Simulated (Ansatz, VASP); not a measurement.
**MgS: VASP beside Ansatz**

```
Mg S
1.0
     0.00000    2.61888    2.61888
     2.61888    0.00000    2.61888
     2.61888    2.61888    0.00000
Mg S
1 1
Direct
  0.00000 0.00000 0.00000
  0.50000 0.50000 0.50000
```

Change from the starting cell: volume scaled by 1.02.

Alike in both runs: task single point; functional LDA; k mesh 8 × 8 × 8; occupations fermi-dirac, width 0.01 eV; no spin polarisation.

|  | VASP | Ansatz |
| --- | --- | --- |
| version | VASP 6.6.1 | Ansatz 0.2.0 |
| potentials or method | VASP PAW LDA potentials, release 64 (Mg, S), cutoff 520 eV | all-electron LAPW, scalar-relativistic |

```csv
,VASP,Ansatz,Ansatz less VASP
gap on the k mesh at the Fermi level (eV),2.52,2.52,+0.005
pressure (GPa),-5.2,-4.6,+0.58
```

LDA's correlation is that of Perdew and Zunger in VASP and of Perdew and Wang (1992) in Ansatz. Ansatz ran all-electron here, and VASP with PAW potentials.
